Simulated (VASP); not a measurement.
# F (P6_3/mmc) in VASP: a series of runs

The runs below take F through single point, with PBE.

Program: VASP 6.6.1. These are calculated values, not measurements. Logs are shortened: lines on timing, memory, paths and dates and some standing lists are left out, and cuts for length are marked.

### 1 The cell of the first run

The structure is hexagonal, space group P6_3/mmc (No. 194). Conventional cell: a = 2.180 Å, b = 2.180 Å, c = 2.837 Å, α = 90.00°, β = 90.00°, γ = 120.00°. Within 2.5 Å of F (site symmetry -6m2) lie 12 F at 1.90 to 2.18 Å.

### 2 Single point, PBE

INCAR

```
ALGO = Normal ; EDIFF = 1E-6
ENCUT = 520 ; GGA = PE
ISIF = 2 ; ISMEAR = -1
LASPH = True ; LCHARG = True
LELF = True ; LREAL = False
LVHAR = True ; LWAVE = False
NBANDS = 14 ; NELM = 80
PREC = Accurate ; SIGMA = 0.05
```

KPOINTS

```
k-points
0
Gamma
  18 18 10
```

POSCAR

```
F
1.0
    2.1796334013      0.0000000000      0.0000000000
   -1.0898167006      1.8876178965      0.0000000000
    0.0000000000      0.0000000000      2.8368146969
F
2
Direct
    0.3333333333      0.6666666667      0.2500000000
    0.6666666667      0.3333333333      0.7500000000
```

Potentials or basis: VASP PAW PBE potentials, release 64 (F).

Started as:

```bash
$ cat potpaw_PBE.64/F/POTCAR > POTCAR
$ mpirun -np 1 vasp_std > vasp.out
```

OUTCAR:

```text
EDIFF = 1E-6
   ENCUT = 520
   GGA = PE
   ISIF = 2
   ISMEAR = -1
   LASPH = True
   LREAL = False
   NELM = 80
   PREC = Accurate

 ion  position               nearest neighbor table
   1  0.333  0.667  0.250-   2 1.90   2 1.90   2 1.90   2 1.90   2 1.90   2 1.90
   2  0.667  0.333  0.750-   1 1.90   1 1.90   1 1.90   1 1.90   1 1.90   1 1.90

  LATTYP: Found a hexagonal cell.
 ALAT       =     2.1796334013
 C/A-ratio  =     1.3015100132

  Lattice vectors:

 A1 = (   2.1796334013,   0.0000000000,   0.0000000000)
 A2 = (  -1.0898167006,   1.8876178965,   0.0000000000)
 A3 = (   0.0000000000,   0.0000000000,   2.8368146969)

Analysis of symmetry for initial positions (statically):
=====================================================================
 Subroutine PRICEL returns:
 Original cell was already a primitive cell.

 Routine SETGRP: Setting up the symmetry group for a
 hexagonal supercell.

 Subroutine GETGRP returns: Found 24 space group operations
 (whereof 12 operations were pure point group operations)
 out of a pool of 24 trial point group operations.

The static configuration has the point symmetry D_3d.
 The point group associated with its full space group is D_6h.

Analysis of symmetry for dynamics (positions and initial velocities):
=====================================================================
 Subroutine PRICEL returns:
 Original cell was already a primitive cell.

 Routine SETGRP: Setting up the symmetry group for a
 hexagonal supercell.

 Subroutine GETGRP returns: Found 24 space group operations
 (whereof 12 operations were pure point group operations)
 out of a pool of 24 trial point group operations.

The dynamic configuration has the point symmetry D_3d.
 The point group associated with its full space group is D_6h.

 Subroutine INISYM returns: Found 24 space group operations
 (whereof 12 operations are pure point group operations),
 and found     1 'primitive' translations

----------------------------------------------------------------------------------------

                                     Primitive cell

  volume of cell :      11.6715

  direct lattice vectors                    reciprocal lattice vectors
     2.179633401  0.000000000  0.000000000     0.458792749  0.264884117  0.000000000
    -1.089816701  1.887617896  0.000000000     0.000000000  0.529768234  0.000000000
     0.000000000  0.000000000  2.836814697     0.000000000  0.000000000  0.352508044

  length of vectors
     2.179633401  2.179633401  2.836814697     0.529768234  0.529768234  0.352508044

  position of ions in fractional coordinates (direct lattice)
     0.333333333  0.666666667  0.250000000
     0.666666667  0.333333333  0.750000000

  ion indices of the primitive-cell ions
   primitive index   ion index
                 1           1
                 2           2

----------------------------------------------------------------------------------------

 KPOINTS: k-points

Automatic generation of k-mesh.
 Grid dimensions read from file:
 generate k-points for:   18   18   10

 Generating k-lattice:

  Cartesian coordinates                     Fractional coordinates (reciprocal lattice)
     0.025488486  0.014715784  0.000000000     0.055555556  0.000000000  0.000000000
     0.000000000  0.029431569  0.000000000     0.000000000  0.055555556  0.000000000
     0.000000000  0.000000000  0.035250804     0.000000000  0.000000000  0.100000000

  Length of vectors
     0.029431569  0.029431569  0.035250804

  Shift w.r.t. Gamma in fractional coordinates (k-lattice)
     0.000000000  0.000000000  0.000000000

 Subroutine IBZKPT returns following result:
 ===========================================

 Found    222 irreducible k-points:

 Following reciprocal coordinates:
            Coordinates               Weight
  0.000000  0.000000  0.000000      1.000000
  0.055556  0.000000  0.000000      6.000000
  0.111111  0.000000  0.000000      6.000000
  0.166667  0.000000  0.000000      6.000000
  0.222222  0.000000  0.000000      6.000000
  0.277778  0.000000  0.000000      6.000000
[... 16 lines left out ...]
  0.333333  0.111111  0.000000     12.000000
  0.388889  0.111111  0.000000     12.000000
 [... further k-points ...]
   k-points           NKPTS =    222   k-points in BZ     NKDIM =    222   number of bands    NBANDS=     14
   number of dos      NEDOS =    301   number of ions     NIONS =      2
   total plane-waves  NPLWV =   6144
   dimension x,y,z NGX =    16 NGY =   16 NGZ =   24
   dimension x,y,z NGXF=    32 NGYF=   32 NGZF=   48
   ions per type =               2
   NGX,Y,Z   is equivalent  to a cutoff of  12.20, 12.20, 14.06 a.u.
   NGXF,Y,Z  is equivalent  to a cutoff of  24.41, 24.41, 28.13 a.u.
 SYSTEM =  unknown system
   PREC   = accura    normal or accurate (medium, high low for compatibility)
   ISTART =      0    job   : 0-new  1-cont  2-samecut
   ICHARG =      2    charge: 1-file 2-atom 10-const
   ISPIN  =      1    spin polarized calculation?
   LNONCOLLINEAR =      F non collinear calculations
   LSORBIT =      F    spin-orbit coupling
   LASPH  =      T    aspherical Exc in radial PAW
   ENCUT  =  520.0 eV  38.22 Ry    6.18 a.u.   4.05  4.05  5.27*2*pi/ulx,y,z
   NELM   =     80;   NELMIN=  2; NELMDL= -5     # of ELM steps
   EDIFF  = 0.1E-05   stopping-criterion for ELM
   LREAL  =      F    real-space projection
   EDIFFG = 0.1E-04   stopping-criterion for IOM
   NSW    =      0    number of steps for IOM
   IBRION =     -1    ionic relax: 0-MD 1-quasi-New 2-CG
   NFREE  =      0    steps in history (QN), initial steepest desc. (CG)
   ISIF   =      2    stress and relaxation
   ISYM   =      2    0-nonsym 1-usesym 2-fastsym
   POTIM  = 0.5000    time-step for ionic-motion
   TEBEG  =    0.0;   TEEND  =   0.0 temperature during run
   PSTRESS=    0.0 pullay stress
   NELECT =      14.0000    total number of electrons
   NUPDOWN=      -1.0000    fix difference up-down
   EMIN   =  10.00;   EMAX   =-10.00  energy-range for DOS
   EFERMI =   0.00;   METHOD = LEGACY
   ISMEAR =    -1;   SIGMA  =   0.05  broadening in eV -4-tet -1-fermi 0-gaus
   EFERMI_NEDOS =   21; number of points for ismear=-14 and -15
   IALGO  =     38    algorithm
   IMIX   =      4    mixing-type and parameters
     AMIX     =   0.40;   BMIX     =  1.00
     AMIX_MAG =   1.60;   BMIX_MAG =  1.00
  volume/ion in A,a.u.               =       5.84        39.38
  Fermi-wavevector in a.u.,A,eV,Ry     =   1.739434  3.287054 41.166214  3.025631
  Thomas-Fermi vector in A             =   2.812276
   LORBIT       =      0    0 simple, 1 ext, 2 COOP (PROOUT), +10 PAW based schemes
   GGA     = PE    functional components
   LHFCALC =     F    Hartree Fock is set to
   AEXX    =    0.0000 exact exchange contribution
   IVDW    =     0    specifies the selected vdW correction
   LEPSILON=     F    determine dielectric tensor
   LRPA    =     F    only Hartree local field effects (RPA)
 non-spin polarized calculation
  energy-cutoff  :      520.00
  volume of cell :       11.67
 maximum number of plane-waves:       326
   NGX =  9   NGY =  9   NGZ = 11

 number of electron      13.9999992 magnetization

 Free energy of the ion-electron system (eV)
  ---------------------------------------------------
  ext. energy  EPLUGINS =         0.00000000
  ---------------------------------------------------
  free energy    TOTEN  =         0.22451425 eV

  energy without entropy =        0.24210526  energy(sigma->0) =        0.23330975

 E-fermi :   3.6676     XC(G=0): -13.5824

 val. band max:        3.6639359491   @ k =   0.2222   0.1667   0.1000
 cond. band min:       3.6706319146   @ k =   0.3333   0.1111   0.0000
 fundamental gap:      0.0066959655
 Fermi energy:         3.6675620316

 k-point     1 :       0.0000    0.0000    0.0000
  band No.  band energies     occupation
      1     -23.8525      2.00000
      2     -16.2888      2.00000
      3      -4.9049      2.00000
      4       1.8512      2.00000
      5       1.8512      2.00000
      6       3.9519      0.00676
      7       3.9519      0.00676
      8       5.3868      0.00000
      9      23.3406      0.00000
     10      25.5856      0.00000
     11      36.8848      0.00000
     12      39.0935      0.00000
     13      39.0935      0.00000
     14      44.1189      0.00000

 k-point     2 :       0.0556    0.0000    0.0000
  band No.  band energies     occupation
      1     -23.7749      2.00000
      2     -16.2803      2.00000
      3      -4.8319      2.00000
      4       1.6553      2.00000
      5       1.7661      2.00000
      6       3.8131      0.10330
      7       3.9744      0.00431
      8       5.3242      0.00000
      9      23.5024      0.00000
     10      25.7810      0.00000
     11      36.6962      0.00000
     12      37.8778      0.00000
     13      39.3057      0.00000
     14      45.3832      0.00000

 k-point     3 :       0.1111    0.0000    0.0000
  band No.  band energies     occupation
      1     -23.5451      2.00000
      2     -16.2592      2.00000
      3      -4.6151      2.00000
      4       1.1029      2.00000
      5       1.5376      2.00000
      6       3.4244      1.98466
      7       4.0240      0.00160
      8       5.1377      0.00000
      9      23.9418      0.00000
     10      26.3245      0.00000
     11      35.8611      0.00000
     12      36.1267      0.00000
     13      39.9310      0.00000
     14      43.9162      0.00000

 k-point     4 :       0.1667    0.0000    0.0000
  band No.  band energies     occupation
      1     -23.1704      2.00000
      2     -16.2450      2.00000
      3      -4.2621      2.00000
      4       0.2889      2.00000
      5       1.2219      2.00000
      6       2.8552      2.00000
      7       4.0689      0.00065
      8       4.8314      0.00000
      9      24.5268      0.00000
     10      27.1056      0.00000
     11      34.0546      0.00000
     12      35.1928      0.00000
     13      40.9308      0.00000
     14      42.4091      0.00000

 k-point     5 :       0.2222    0.0000    0.0000
  band No.  band energies     occupation
      1     -22.6631      2.00000
      2     -16.2662      2.00000
      3      -3.7861      2.00000
      4      -0.6572      2.00000
      5       0.8737      2.00000
      6       2.1863      2.00000
      7       4.0902      0.00043
      8       4.4131      0.00000
      9      25.0380      0.00000
     10      27.9978      0.00000
     11      32.7280      0.00000
[... 276 lines left out ...]
 k-point    22 :       0.2778    0.1111    0.0000
  band No.  band energies     occupation
      1     -21.1628      2.00000
      2     -16.6054      2.00000
      3      -2.3792      2.00000
      4      -2.3585      2.00000
      5      -0.5811      2.00000
      6       1.3153      2.00000
      7       3.1572      1.99993
      8       3.7242      0.48711
      9      25.6464      0.00000
     10      29.9740      0.00000
     11      31.1633      0.00000
     12      31.4697      0.00000
     13      39.9388      0.00000
     14      42.0488      0.00000

 k-point    23 :       0.3333    0.1111    0.0000
  band No.  band energies     occupation
      1     -20.4620      2.00000
      2     -16.9247      2.00000
      3      -3.0287      2.00000
      4      -1.7247      2.00000
      5      -0.6392      2.00000
      6       0.7332      2.00000
      7       2.5536      2.00000
      8       3.6706      0.96931
      9      25.3934      0.00000
     10      30.2830      0.00000
     11      30.6905      0.00000
     12      31.4843      0.00000
     13      40.0570      0.00000
     14      41.6192      0.00000

 k-point    24 :       0.3889    0.1111    0.0000
  band No.  band energies     occupation
      1     -19.8528      2.00000
      2     -17.2880      2.00000
      3      -3.4509      2.00000
      4      -1.1624      2.00000
      5      -0.5445      2.00000
      6       0.2255      2.00000
      7       2.0249      2.00000
      8       3.6335      1.32763
      9      25.1616      0.00000
     10      29.7229      0.00000
     11      31.1640      0.00000
     12      31.5396      0.00000
     13      40.2838      0.00000
     14      41.3573      0.00000

 [... further k-points ...]

------------------------ aborting loop because EDIFF is reached ----------------------------------------

  FORCE on cell =-STRESS in cart. coord.  units (eV):
  Direction    XX          YY          ZZ          XY          YZ          ZX
  --------------------------------------------------------------------------------------
  -------------------------------------------------------------------------------------
  Total        9.3250467      9.3250467      9.3784539      0.0000000     -0.0000000      0.0000000
  in kB     1280.0681348   1280.0681348   1287.3994565      0.0000000     -0.0000000      0.0000000
  external PRESSURE =    1282.5119087 kB  Pullay stress =       0.0000000 kB

 VOLUME and BASIS-vectors are now :
 -----------------------------------------------------------------------------
  energy-cutoff  :      520.00
  volume of cell :       11.67
      direct lattice vectors                 reciprocal lattice vectors
     2.179633401  0.000000000  0.000000000     0.458792749  0.264884117  0.000000000
    -1.089816701  1.887617896  0.000000000     0.000000000  0.529768234  0.000000000
     0.000000000  0.000000000  2.836814697     0.000000000  0.000000000  0.352508044

 POSITION                                       TOTAL-FORCE (eV/Angst)
 -----------------------------------------------------------------------------------
     -0.00000      1.25841      0.70920         0.000000      0.000000      0.000000
      1.08982      0.62921      2.12761         0.000000     -0.000000      0.000000
 -----------------------------------------------------------------------------------
    total drift:                               -0.000000      0.000000      0.000000

  FREE ENERGIE OF THE ION-ELECTRON SYSTEM (eV)
  ---------------------------------------------------
  free  energy   TOTEN  =         0.2245142456 eV

  energy  without entropy=        0.2421052556  energy(sigma->0) =        0.23330975
```

Run time: 7.8 s. Hardware: 1 thread of Intel Xeon 6975P-C (Granite Rapids), shared host; peak memory 0.13 GiB.

Results:

| Item | Value |
| --- | --- |
| Free energy | 0.2245 eV |
| Pressure | 128.3 GPa |
| Band gap on the k mesh | zero (bands 7 and 8 overlap by 2.48 eV) |

Stress tensor (GPa, compression positive):
```
128.01   0.00   0.00
  0.00 128.01   0.00
  0.00   0.00 128.74
```

Levels at points of the mesh, in eV from the Fermi level:
| k point | band 5 | band 6 | band 7 | band 8 | band 9 | band 10 |
| --- | --- | --- | --- | --- | --- | --- |
| (0.00, 0.00, 0.00) | -1.82 | 0.28 | 0.28 | 1.72 | 19.67 | 21.92 |
| (0.50, 0.00, 0.00) | -3.84 | -3.81 | -1.73 | 0.34 | 20.69 | 26.31 |
| (0.00, 0.00, 0.50) | -0.76 | -0.76 | -0.76 | -0.76 | 22.67 | 22.67 |
| (0.50, 0.00, 0.50) | -1.93 | -1.93 | -0.12 | -0.12 | 22.73 | 22.73 |

Caveat: the cell stands under pressure.

### 3 Single point, PBE (5.84 Å³/atom)

INCAR

```
SYSTEM = F
ALGO = Normal ; EDIFF = 1E-6
ENCUT = 520 ; GGA = PE
ISIF = 2 ; ISMEAR = -1
LASPH = .True. ; LCHARG = .False.
LREAL = .False. ; LWAVE = .False.
NBANDS = 14 ; NELM = 60
PREC = Accurate ; SIGMA = 0.05
```

KPOINTS

```
k-points
0
Gamma
  18 18 10
  0 0 0
```

POSCAR is that of step 2.

Potentials or basis: VASP PAW PBE potentials, release 64 (F).

Started as:

```bash
$ cat potpaw_PBE.64/F/POTCAR > POTCAR
$ mpirun -np 1 vasp_std > vasp.out
```

Run time: 7.7 s. Hardware: 1 thread of Intel Xeon 6975P-C (Granite Rapids), shared host; peak memory 0.13 GiB.

Results (log left out):

| Quantity | Value |
| --- | --- |
| Free energy | 0.2245 eV |
| Pressure | 128.3 GPa |
| Band gap on the k mesh | zero (bands 7 and 8 overlap by 2.48 eV) |

Stress tensor (GPa, compression positive):
```
128.01   0.00   0.00
  0.00 128.01   0.00
  0.00   0.00 128.74
```

Levels at points of the mesh, in eV from the Fermi level:
| k point | band 4 | band 5 | band 6 | band 7 | band 8 | band 9 | band 10 | band 11 |
| --- | --- | --- | --- | --- | --- | --- | --- | --- |
| (0.00, 0.00, 0.00) | -1.82 | -1.82 | 0.28 | 0.28 | 1.72 | 19.67 | 21.92 | 33.22 |
| (0.50, 0.00, 0.00) | -4.77 | -3.84 | -3.81 | -1.73 | 0.34 | 20.69 | 26.31 | 27.38 |
| (0.00, 0.00, 0.50) | -2.83 | -0.76 | -0.76 | -0.76 | -0.76 | 22.67 | 22.67 | 35.72 |
| (0.50, 0.00, 0.50) | -8.69 | -1.93 | -1.93 | -0.12 | -0.12 | 22.73 | 22.73 | 30.70 |

Caveat: the cell stands under pressure.
